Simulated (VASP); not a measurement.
# W (I4/mmm) in VASP: single point with r2SCAN

Aim: the single point of W with r2SCAN.

All numbers are computed with VASP 6.6.1; they aren't measurements. Logs are shortened: lines on timing, memory, paths and dates and some standing lists are left out, and cuts for length are marked.

## 1. The cell of the first run

Symmetry: I4/mmm, No. 139, tetragonal system. Conventional cell: a = 3.274 Å, b = 3.274 Å, c = 3.035 Å, α = 90.00°, β = 90.00°, γ = 90.00°. Within 3.6 Å of W (site symmetry 4/mmm) lie 14 W at 2.77 to 3.27 Å.

## 2. Single point, r2SCAN (strain +0.025 along x and y, -0.050 along z)

Input file POSCAR:

```
W
1.0
   -1.6372325000      1.6372325000      1.5174350000
    1.6372325000     -1.6372325000      1.5174350000
    1.6372325000      1.6372325000     -1.5174350000
W
1
Direct
    0.0000000000      0.0000000000      0.0000000000
```

Input file INCAR.step1:

```
ALGO = Normal
EDIFF = 1E-4
ENCUT = 520
GGA = PE
ISMEAR = 0
LASPH = True
LCHARG = False
LREAL = False
LWAVE = True
NBANDS = 13
NELM = 60
PREC = Accurate
SIGMA = 0.15
```

Input file INCAR.step2:

```
ALGO = Normal
EDIFF = 1E-6
ENCUT = 520
ISIF = 2
ISMEAR = 0
ISTART = 1
LASPH = True
LCHARG = False
LMIXTAU = True
LREAL = False
LWAVE = False
METAGGA = R2SCAN
NBANDS = 13
NELM = 60
PREC = Accurate
SIGMA = 0.15
```

Input file KPOINTS:

```
k-points
0
Gamma
  20 20 20
```

Potentials or basis: VASP PAW PBE potentials, release 64 (W_sv).

On the command line:

```console
cat potpaw_PBE.64/W_sv/POTCAR > POTCAR
cp INCAR.step1 INCAR
mpirun -np 1 vasp_std > vasp.out
cp INCAR.step2 INCAR
mpirun -np 1 vasp_std > vasp.out
```

OUTCAR:

```text
EDIFF = 1E-6
   ENCUT = 520
   ISIF = 2
   ISMEAR = 0
   ISTART = 1
   LASPH = True
   LREAL = False
   METAGGA = R2SCAN
   NELM = 60
   PREC = Accurate

 ion  position               nearest neighbor table
   1  0.000  0.000  0.000-

  LATTYP: Found a body centered tetragonal cell.
 ALAT       =     3.2744650000
 C/A-ratio  =     0.9268292683

  Lattice vectors:

 A1 = (  -1.6372325000,   1.6372325000,   1.5174350000)
 A2 = (   1.6372325000,  -1.6372325000,   1.5174350000)
 A3 = (   1.6372325000,   1.6372325000,  -1.5174350000)

Analysis of symmetry for initial positions (statically):
=====================================================================
 Subroutine PRICEL returns:
 Original cell was already a primitive cell.

 Routine SETGRP: Setting up the symmetry group for a
 body centered tetragonal supercell.

 Subroutine GETGRP returns: Found 16 space group operations
 (whereof 16 operations were pure point group operations)
 out of a pool of 16 trial point group operations.

The static configuration has the point symmetry D_4h.

Analysis of symmetry for dynamics (positions and initial velocities):
=====================================================================
 Subroutine PRICEL returns:
 Original cell was already a primitive cell.

 Routine SETGRP: Setting up the symmetry group for a
 body centered tetragonal supercell.

 Subroutine GETGRP returns: Found 16 space group operations
 (whereof 16 operations were pure point group operations)
 out of a pool of 16 trial point group operations.

The dynamic configuration has the point symmetry D_4h.

 Subroutine INISYM returns: Found 16 space group operations
 (whereof 16 operations are pure point group operations),
 and found     1 'primitive' translations

----------------------------------------------------------------------------------------

                                     Primitive cell

  volume of cell :      16.2701

  direct lattice vectors                    reciprocal lattice vectors
    -1.637232500  1.637232500  1.517435000     0.000000000  0.305393400  0.329503405
     1.637232500 -1.637232500  1.517435000     0.305393400  0.000000000  0.329503405
     1.637232500  1.637232500 -1.517435000     0.305393400  0.305393400  0.000000000

  length of vectors
     2.768333343  2.768333343  2.768333343     0.449263423  0.449263423  0.431891488

[... 84 lines left out ...]
   ISIF   =      2    stress and relaxation
   ISYM   =      2    0-nonsym 1-usesym 2-fastsym
   POTIM  = 0.5000    time-step for ionic-motion
   TEBEG  =    0.0;   TEEND  =   0.0 temperature during run
   PSTRESS=    0.0 pullay stress
   NELECT =      14.0000    total number of electrons
   NUPDOWN=      -1.0000    fix difference up-down
   EMIN   =  10.00;   EMAX   =-10.00  energy-range for DOS
   EFERMI =   0.00;   METHOD = LEGACY
   ISMEAR =     0;   SIGMA  =   0.15  broadening in eV -4-tet -1-fermi 0-gaus
   EFERMI_NEDOS =   21; number of points for ismear=-14 and -15
   IALGO  =     38    algorithm
   IMIX   =      4    mixing-type and parameters
     AMIX     =   0.40;   BMIX     =  1.00
     AMIX_MAG =   1.60;   BMIX_MAG =  1.00
  volume/ion in A,a.u.               =      16.27       109.80
  Fermi-wavevector in a.u.,A,eV,Ry     =   1.557115  2.942520 32.988765  2.424606
  Thomas-Fermi vector in A             =   2.660812
   LORBIT       =      0    0 simple, 1 ext, 2 COOP (PROOUT), +10 PAW based schemes
   METAGGA = R2SCAN    functional components
   LHFCALC =     F    Hartree Fock is set to
   AEXX    =    0.0000 exact exchange contribution
   IVDW    =     0    specifies the selected vdW correction
   LEPSILON=     F    determine dielectric tensor
   LRPA    =     F    only Hartree local field effects (RPA)
 non-spin polarized calculation
 Gauss-broadening in eV      SIGMA  =   0.15
  energy-cutoff  :      520.00
  volume of cell :       16.27
 maximum number of plane-waves:       452
 NGX is ok and might be reduce to    24
   NGX = 11   NGY = 11   NGZ = 11

 number of electron      14.0000000 magnetization

 Free energy of the ion-electron system (eV)
  ---------------------------------------------------
  ext. energy  EPLUGINS =         0.00000000
  ---------------------------------------------------
  free energy    TOTEN  =       -51.28420191 eV

  energy without entropy =      -51.27992744  energy(sigma->0) =      -51.28206467

 E-fermi :  10.9319     XC(G=0): -14.7898

 val. band max:       10.9254844178   @ k =  -0.4500   0.4500   0.2500
 cond. band min:      10.9321868818   @ k =  -0.4000   0.4000   0.2500
 fundamental gap:      0.0067024640
 Fermi energy:        10.9319462808

 k-point     1 :       0.0000    0.0000    0.0000
  band No.  band energies     occupation
      1     -65.2304      2.00000
      2     -28.1456      2.00000
      3     -28.1456      2.00000
      4     -28.0983      2.00000
      5       0.9367      2.00000
      6       9.0075      2.00000
      7      10.1090      2.00000
      8      10.1090      2.00000
      9      12.6230      0.00000
     10      14.0722      0.00000
     11      25.6547      0.00000
     12      25.6547      0.00000
     13      27.2765      0.00000
[... 354 lines left out ...]
  band No.  band energies     occupation
      1     -65.1288      2.00000
      2     -29.0504      2.00000
      3     -28.4616      2.00000
      4     -28.1655      2.00000
      5       4.4009      2.00000
      6       7.5837      2.00000
      7       9.2402      2.00000
      8      13.3074      0.00000
      9      13.7488      0.00000
     10      14.2789      0.00000
     11      24.4987      0.00000
     12      26.9091      0.00000
     13      31.4637      0.00000

 [... further k-points ...]

------------------------ aborting loop because EDIFF is reached ----------------------------------------

  FORCE on cell =-STRESS in cart. coord.  units (eV):
  Direction    XX          YY          ZZ          XY          YZ          ZX
  --------------------------------------------------------------------------------------
  -------------------------------------------------------------------------------------
  Total       -1.3670412     -1.3670412      1.2768460      0.0000000      0.0000000      0.0000000
  in kB     -134.6174610   -134.6174610    125.7356145      0.0000000      0.0000000      0.0000000
  external PRESSURE =     -47.8331025 kB  Pullay stress =       0.0000000 kB

 VOLUME and BASIS-vectors are now :
 -----------------------------------------------------------------------------
  energy-cutoff  :      520.00
  volume of cell :       16.27
      direct lattice vectors                 reciprocal lattice vectors
    -1.637232500  1.637232500  1.517435000     0.000000000  0.305393400  0.329503405
     1.637232500 -1.637232500  1.517435000     0.305393400  0.000000000  0.329503405
     1.637232500  1.637232500 -1.517435000     0.305393400  0.305393400  0.000000000

 POSITION                                       TOTAL-FORCE (eV/Angst)
 -----------------------------------------------------------------------------------
      0.00000      0.00000      0.00000         0.000000      0.000000      0.000000
 -----------------------------------------------------------------------------------
    total drift:                                0.000000      0.000000      0.000000

  FREE ENERGIE OF THE ION-ELECTRON SYSTEM (eV)
  ---------------------------------------------------
  free  energy   TOTEN  =       -51.2842019059 eV

  energy  without entropy=      -51.2799274361  energy(sigma->0) =      -51.28206467
```

OUTCAR.step1:

```text
EDIFF = 1E-4
   ENCUT = 520
   GGA = PE
   ISMEAR = 0
   LASPH = True
   LREAL = False
[... 600 lines left out ...]

 POSITION                                       TOTAL-FORCE (eV/Angst)
 -----------------------------------------------------------------------------------
      0.00000      0.00000      0.00000         0.000000      0.000000     -0.000000
 -----------------------------------------------------------------------------------
    total drift:                                0.000000      0.000000      0.000000

  FREE ENERGIE OF THE ION-ELECTRON SYSTEM (eV)
  ---------------------------------------------------
  free  energy   TOTEN  =       -12.8955378232 eV

  energy  without entropy=      -12.8903135345  energy(sigma->0) =      -12.89292568
```

Run time: 2.8 min. Hardware: 1 thread of Intel Xeon 6975P-C (Granite Rapids), shared host; peak memory 0.25 GiB.

Results:

- Free energy: -51.2842 eV
- Pressure: -4.8 GPa
- Band gap on the k mesh: zero (bands 7 and 8 overlap by 6.22 eV)

Caveat: the cell differs from its parent crystal (strain +0.025 along x and y, -0.050 along z); the cell stands under tension; the PAW data sets were made with another functional, which shifts forces and pressure a little; spin-orbit coupling is left out, which moves the levels of the heavy elements.
